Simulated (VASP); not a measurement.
# Ir (P6_3/mmc) in VASP: further runs

Ir is run at these levels: PBEsol; tasks: vibrations by perturbation theory, elastic constants.

Program: VASP 6.6.1. These are calculated values, not measurements. Logs are shortened: lines on timing, memory, paths and dates and some standing lists are left out, and cuts for length are marked.

### 1 The cell of the first run

The structure is hexagonal, space group P6_3/mmc (No. 194). Conventional cell: a = 2.751 Å, b = 2.751 Å, c = 4.462 Å, α = 90.00°, β = 90.00°, γ = 120.00°. Ir (site symmetry -6m2) has 12 Ir at 2.74 to 2.75 Å within 3.6 Å.

This isn't the form of Ir at room conditions, which is fcc.

### 2 Vibrations by perturbation theory, PBEsol

File INCAR:

```
SYSTEM = Ir
  PREC = Accurate
  ENCUT = 500
  EDIFF = 1E-8
  ISMEAR = -1
  SIGMA = 0.05
  LREAL = .False.
  LASPH = .True.
  NELM = 120
  ALGO = Normal
  ISIF = 2
  LWAVE = .False.
  LCHARG = .False.
  GGA = PS
  NBANDS = 16
  IBRION = 8
  NSW = 1
  GGA_COMPAT = .False.
```

File KPOINTS:

```
regular mesh
0
Gamma
  10 10 6
  0 0 0
```

File POSCAR:

```
Ir
1.0
    2.7513778946      0.0000000000      0.0000000000
   -1.3756889473      2.3827631521      0.0000000000
    0.0000000000      0.0000000000      4.4622900000
Ir
2
Direct
    0.3333333333      0.6666666667      0.2500000000
    0.6666666667      0.3333333333      0.7500000000
```

Potentials or basis: VASP PAW PBE potentials, release 64 (Ir).

The run is started by

```sh
> cat potpaw_PBE.64/Ir/POTCAR > POTCAR
> mpirun -np 1 vasp_std > vasp.out
```

OUTCAR:

```text
SYSTEM = Ir
   PREC = Accurate
   ENCUT = 500
   EDIFF = 1E-8
   ISMEAR = -1
   LREAL = .False.
   LASPH = .True.
   NELM = 120
   ISIF = 2
   GGA = PS
   IBRION = 8
   NSW = 1

 ion  position               nearest neighbor table
   1  0.333  0.667  0.250-   2 2.74   2 2.74   2 2.74   2 2.74   2 2.74   2 2.74
   2  0.667  0.333  0.750-   1 2.74   1 2.74   1 2.74   1 2.74   1 2.74   1 2.74

  LATTYP: Found a hexagonal cell.
 ALAT       =     2.7513778946
 C/A-ratio  =     1.6218382828

  Lattice vectors:

 A1 = (   2.7513778946,   0.0000000000,   0.0000000000)
 A2 = (  -1.3756889473,   2.3827631521,   0.0000000000)
 A3 = (   0.0000000000,   0.0000000000,   4.4622900000)

Analysis of symmetry for initial positions (statically):
=====================================================================
 Subroutine PRICEL returns:
 Original cell was already a primitive cell.

 Routine SETGRP: Setting up the symmetry group for a
 hexagonal supercell.

 Subroutine GETGRP returns: Found 24 space group operations
 (whereof 12 operations were pure point group operations)
 out of a pool of 24 trial point group operations.

The static configuration has the point symmetry D_3d.
 The point group associated with its full space group is D_6h.

Analysis of symmetry for dynamics (positions and initial velocities):
=====================================================================
 Subroutine PRICEL returns:
 Original cell was already a primitive cell.

 Routine SETGRP: Setting up the symmetry group for a
 hexagonal supercell.

 Subroutine GETGRP returns: Found 24 space group operations
 (whereof 12 operations were pure point group operations)
 out of a pool of 24 trial point group operations.

The dynamic configuration has the point symmetry D_3d.
 The point group associated with its full space group is D_6h.

 Subroutine INISYM returns: Found 24 space group operations
 (whereof 12 operations are pure point group operations),
 and found     1 'primitive' translations

----------------------------------------------------------------------------------------

                                     Primitive cell

  volume of cell :      29.2542

  direct lattice vectors                    reciprocal lattice vectors
     2.751377895  0.000000000  0.000000000     0.363454254  0.209840411  0.000000000
    -1.375688947  2.382763152  0.000000000     0.000000000  0.419680823  0.000000000
     0.000000000  0.000000000  4.462290000     0.000000000  0.000000000  0.224100182

  length of vectors
     2.751377895  2.751377895  4.462290000     0.419680823  0.419680823  0.224100182

  position of ions in fractional coordinates (direct lattice)
     0.333333333  0.666666667  0.250000000
     0.666666667  0.333333333  0.750000000

  ion indices of the primitive-cell ions
   primitive index   ion index
                 1           1
                 2           2

----------------------------------------------------------------------------------------

 KPOINTS: regular mesh

Automatic generation of k-mesh.
 Grid dimensions read from file:
 generate k-points for:   10   10    6

 Generating k-lattice:

  Cartesian coordinates                     Fractional coordinates (reciprocal lattice)
     0.036345425  0.020984041  0.000000000     0.100000000  0.000000000  0.000000000
     0.000000000  0.041968082  0.000000000     0.000000000  0.100000000  0.000000000
     0.000000000  0.000000000  0.037350030     0.000000000  0.000000000  0.166666667

  Length of vectors
     0.041968082  0.041968082  0.037350030

  Shift w.r.t. Gamma in fractional coordinates (k-lattice)
     0.000000000  0.000000000  0.000000000

 Subroutine IBZKPT returns following result:
 ===========================================

 Found     56 irreducible k-points:

 Following reciprocal coordinates:
            Coordinates               Weight
  0.000000  0.000000  0.000000      1.000000
  0.100000 -0.000000  0.000000      6.000000
  0.200000 -0.000000  0.000000      6.000000
  0.300000 -0.000000  0.000000      6.000000
  0.400000 -0.000000  0.000000      6.000000
  0.500000 -0.000000  0.000000      3.000000
[... 16 lines left out ...]
  0.300000  0.100000  0.166667     24.000000
  0.400000  0.100000  0.166667     24.000000
 [... further k-points ...]
   k-points           NKPTS =     56   k-points in BZ     NKDIM =     56   number of bands    NBANDS=     16
   number of dos      NEDOS =    301   number of ions     NIONS =      2
   total plane-waves  NPLWV =  14400
   dimension x,y,z NGX =    20 NGY =   20 NGZ =   36
   dimension x,y,z NGXF=    40 NGYF=   40 NGZF=   72
   ions per type =               2
   NGX,Y,Z   is equivalent  to a cutoff of  12.08, 12.08, 13.41 a.u.
   NGXF,Y,Z  is equivalent  to a cutoff of  24.17, 24.17, 26.82 a.u.
 SYSTEM =  Ir
   PREC   = accura    normal or accurate (medium, high low for compatibility)
   ISTART =      0    job   : 0-new  1-cont  2-samecut
   ICHARG =      2    charge: 1-file 2-atom 10-const
   ISPIN  =      1    spin polarized calculation?
   LNONCOLLINEAR =      F non collinear calculations
   LSORBIT =      F    spin-orbit coupling
   LASPH  =      T    aspherical Exc in radial PAW
   ENCUT  =  500.0 eV  36.75 Ry    6.06 a.u.   5.02  5.02  8.14*2*pi/ulx,y,z
   NELM   =    120;   NELMIN=  2; NELMDL= -5     # of ELM steps
   EDIFF  = 0.1E-07   stopping-criterion for ELM
   LREAL  =      F    real-space projection
   EDIFFG = 0.1E-06   stopping-criterion for IOM
   NSW    =      1    number of steps for IOM
   IBRION =      8    ionic relax: 0-MD 1-quasi-New 2-CG
   NFREE  =      0    steps in history (QN), initial steepest desc. (CG)
   ISIF   =      2    stress and relaxation
   ISYM   =      2    0-nonsym 1-usesym 2-fastsym
   POTIM  = 0.5000    time-step for ionic-motion
   TEBEG  =    0.0;   TEEND  =   0.0 temperature during run
   PSTRESS=    0.0 pullay stress
   NELECT =      18.0000    total number of electrons
   NUPDOWN=      -1.0000    fix difference up-down
   EMIN   =  10.00;   EMAX   =-10.00  energy-range for DOS
   EFERMI =   0.00;   METHOD = LEGACY
   ISMEAR =    -1;   SIGMA  =   0.05  broadening in eV -4-tet -1-fermi 0-gaus
   EFERMI_NEDOS =   21; number of points for ismear=-14 and -15
   IALGO  =     38    algorithm
   IMIX   =      4    mixing-type and parameters
     AMIX     =   0.40;   BMIX     =  1.00
     AMIX_MAG =   1.60;   BMIX_MAG =  1.00
  volume/ion in A,a.u.               =      14.63        98.71
  Fermi-wavevector in a.u.,A,eV,Ry     =   1.392417  2.631287 26.379323  1.938826
  Thomas-Fermi vector in A             =   2.516162
   LORBIT       =      0    0 simple, 1 ext, 2 COOP (PROOUT), +10 PAW based schemes
   GGA     = PS    functional components
   LHFCALC =     F    Hartree Fock is set to
   AEXX    =    0.0000 exact exchange contribution
   IVDW    =     0    specifies the selected vdW correction
   LEPSILON=     F    determine dielectric tensor
   LRPA    =     F    only Hartree local field effects (RPA)
 non-spin polarized calculation
  energy-cutoff  :      500.00
  volume of cell :       29.25
 maximum number of plane-waves:       764
 NGX is ok and might be reduce to    20
   NGX =  9   NGY =  9   NGZ = 17

--------------------------------------- Ionic step        1  -------------------------------------------

 number of electron      18.0000000 magnetization

 Free energy of the ion-electron system (eV)
  ---------------------------------------------------
  ext. energy  EPLUGINS =         0.00000000
  ---------------------------------------------------
  free energy    TOTEN  =       -19.45521431 eV

  energy without entropy =      -19.42863650  energy(sigma->0) =      -19.44192541

 E-fermi :   9.8348     XC(G=0): -13.9050

 val. band max:        9.8173627855   @ k =   0.3000   0.3000   0.3333
 cond. band min:       9.8467888808   @ k =   0.4000  -0.0000   0.1667
 fundamental gap:      0.0294260953
 Fermi energy:         9.8348019908

 k-point     1 :       0.0000    0.0000    0.0000
  band No.  band energies     occupation
      1      -1.1579      2.00000
      2       1.9033      2.00000
      3       6.0256      2.00000
      4       6.1119      2.00000
      5       6.1119      2.00000
      6       6.7391      2.00000
[... 433 lines left out ...]
      3       3.9370      2.00000
      4       4.8177      2.00000
      5       5.8353      2.00000
      6       7.0517      2.00000
[... 8 lines left out ...]
     15      20.7055      0.00000
     16      23.3419      0.00000

 [... further k-points ...]
[... 5 lines left out ...]
  --------------------------------------------------------------------------------------
  -------------------------------------------------------------------------------------
  Total       -2.3168488     -2.3168488     -1.7462277     -0.0000000      0.0000000      0.0000000
  in kB     -126.8876515   -126.8876515    -95.6362490     -0.0000000      0.0000000      0.0000000
  external PRESSURE =    -116.4705173 kB  Pullay stress =       0.0000000 kB

 VOLUME and BASIS-vectors are now :
 -----------------------------------------------------------------------------
  energy-cutoff  :      500.00
  volume of cell :       29.25
      direct lattice vectors                 reciprocal lattice vectors
     2.751377895  0.000000000  0.000000000     0.363454254  0.209840411  0.000000000
    -1.375688947  2.382763152  0.000000000     0.000000000  0.419680823  0.000000000
     0.000000000  0.000000000  4.462290000     0.000000000  0.000000000  0.224100182

 POSITION                                       TOTAL-FORCE (eV/Angst)
 -----------------------------------------------------------------------------------
     -0.00000      1.58851      1.11557        -0.000000     -0.000000      0.000000
      1.37569      0.79425      3.34672         0.000000      0.000000      0.000000
 -----------------------------------------------------------------------------------
    total drift:                                0.000000     -0.000000     -0.000000

  FREE ENERGIE OF THE ION-ELECTRON SYSTEM (eV)
  ---------------------------------------------------
  free  energy   TOTEN  =       -19.4552143101 eV

  energy  without entropy=      -19.4286365042  energy(sigma->0) =      -19.44192541

[... ionic steps 2 to 3 ...]

--------------------------------------- Ionic step        4  -------------------------------------------

------------------------ aborting loop because EDIFF is reached ----------------------------------------

[... ionic steps 5 to 5 ...]

--------------------------------------- Ionic step        6  -------------------------------------------

 Free energy of the ion-electron system (eV)
  ---------------------------------------------------
  ---------------------------------------------------
  free energy    TOTEN  =        -0.21350110 eV

  energy without entropy =       -0.21350110

------------------------ aborting loop because EDIFF is reached ----------------------------------------

 INTERNAL STRAIN TENSOR  FOR ION    1  DIRECTION 3   (eV/Angst):
 -----------------------------------------------------------------------------
    -0.10616  0.00000 -0.00000
     0.00000 -0.10616  0.00000
     0.00000 -0.00000  0.22242

 INTERNAL STRAIN TENSOR FOR ION    2 for displacements in x,y,z  (eV/Angst):
          X           Y           Z          XY          YZ          ZX
  --------------------------------------------------------------------------------
  x     0.00000     0.00000     0.00000     1.00134     0.00000     0.00000
  y     1.00134    -1.00134    -0.00000    -0.00000     0.00000     0.00000
  z     0.00000    -0.00000     0.00000     0.00000     0.00000    -0.00000

 SECOND DERIVATIVES (NOT SYMMETRIZED)
 ------------------------------------
               1X          1Y          1Z          2X          2Y          2Z
  1X    -4.564751    0.000000    0.000000    4.564751    0.000000    0.000000
  1Y     0.000000   -4.564751    0.000000    0.000000    4.564751    0.000000
  1Z     0.000000    0.000000   -9.944051   -0.000000    0.000000    9.944051
  2X     4.564751    0.000000    0.000000   -4.564751    0.000000    0.000000
  2Y     0.000000    4.564751    0.000000    0.000000   -4.564751    0.000000
  2Z    -0.000000    0.000000    9.944051    0.000000    0.000000   -9.944051

 Eigenvectors and eigenvalues of the dynamical matrix
 ----------------------------------------------------

   1 f  =    5.028612 THz    31.595699 2PiTHz  167.736432 cm-1    20.796658 meV
             X         Y         Z           dx          dy          dz
     -0.000000  1.588509  1.115573    -0.000000    0.000000    0.707107
      1.375689  0.794254  3.346718     0.000000    0.000000   -0.707107
[... 16 lines left out ...]
   5 f  =    0.000000 THz     0.000000 2PiTHz    0.000000 cm-1     0.000000 meV
             X         Y         Z           dx          dy          dz
     -0.000000  1.588509  1.115573     0.707107   -0.000000    0.000000
      1.375689  0.794254  3.346718     0.707107    0.000000    0.000000

   6 f/i=    0.000000 THz     0.000000 2PiTHz    0.000001 cm-1     0.000000 meV
             X         Y         Z           dx          dy          dz
     -0.000000  1.588509  1.115573    -0.000000    0.223607   -0.670820
      1.375689  0.794254  3.346718    -0.000000    0.223607   -0.670820

--------------------------------------------------------------------------------------------------------

 ELASTIC MODULI CONTR FROM IONIC RELAXATION (kBar)
 Direction    XX          YY          ZZ          XY          YZ          ZX
 --------------------------------------------------------------------------------
 XX         -12.0300     12.0300      0.0000      0.0000      0.0000     -0.0000
 YY          12.0300    -12.0300     -0.0000     -0.0000     -0.0000      0.0000
 ZZ           0.0000     -0.0000     -0.0000     -0.0000     -0.0000      0.0000
 XY           0.0000     -0.0000     -0.0000    -12.0300      0.0000     -0.0000
 YZ           0.0000     -0.0000     -0.0000      0.0000     -0.0000      0.0000
 ZX          -0.0000      0.0000      0.0000     -0.0000      0.0000     -0.0000
 --------------------------------------------------------------------------------
```

Wall time 3.4 min (1 thread of Intel Xeon Platinum 8259CL at 2.50GHz (Skylake/Cascade Lake), shared host); peak memory 0.29 GiB.

What came out:

```
Highest phonon frequency at Γ : 168 cm⁻¹
```

Phonon frequencies in cm⁻¹ (negative: imaginary):
```csv
q point,frequencies
"(0.000, 0.000, 0.000)",0 0 0 114 114 168
```

Caveat: the cell stands under pressure or tension, which shifts response properties; the PAW data sets were made with another functional, which shifts forces and pressure a little; spin-orbit coupling is left out, which moves the levels of the heavy elements.

### 3 Elastic constants, PBEsol

File INCAR:

```
PREC     = Accurate       # precision mode
ENCUT    = 500            # plane-wave cutoff, eV
EDIFF    = 1E-8           # SCF threshold, eV
ISMEAR   = -1             # smearing method
SIGMA    = 0.05           # smearing width, eV
LREAL    = F              # projectors in reciprocal space
LASPH    = T              # aspherical terms in the spheres
NELM     = 120            # most SCF steps
ALGO     = Normal         # electronic algorithm
ISIF     = 3              # what is computed and relaxed
LWAVE    = F              # write WAVECAR
LCHARG   = T              # write CHGCAR
GGA      = PS             # functional
NBANDS   = 16             # bands
IBRION   = 6              # ionic algorithm
NFREE    = 2            
POTIM    = 0.015          # step
NSW      = 1              # ionic steps
GGA_COMPAT= F
```

File KPOINTS:

```
Automatic mesh
0
Gamma
  10 10 6
```

POSCAR is that of step 2.

Potentials or basis: VASP PAW PBE potentials, release 64 (Ir).

The run is started by

```sh
> cat potpaw_PBE.64/Ir/POTCAR > POTCAR
> mpirun -np 1 vasp_std > vasp.out
```

It took 8.8 min on 1 thread of Intel Xeon Platinum 8259CL at 2.50GHz (Skylake/Cascade Lake), shared host; peak memory 0.26 GiB.

Results (log left out):

| Quantity | Value |
| --- | --- |
| Voigt bulk modulus | 335 GPa |
| Highest phonon frequency at Γ | 167 cm⁻¹ |

Phonon frequencies in cm⁻¹ (negative: imaginary):
```csv
q point,frequencies
"(0.000, 0.000, 0.000)",0 0 0 113 113 167
```

Elastic tensor in Voigt notation (GPa, in the Cartesian axes of the cell as first typed):
```
546 198 250   0   0   0
198 546 250   0   0   0
250 250 529   0   0   0
  0   0   0  80   0   0
  0   0   0   0  80   0
  0   0   0   0   0 174
```

Clamped-ion elastic tensor (GPa):
```
548 196 250   0   0   0
196 548 250   0   0   0
250 250 529   0   0   0
  0   0   0  80   0   0
  0   0   0   0  80   0
  0   0   0   0   0 176
```

Caveat: the cell is under stress, which shifts elastic constants; the PAW data sets were made with another functional, which shifts forces and pressure a little; spin-orbit coupling is left out, which moves the levels of the heavy elements.
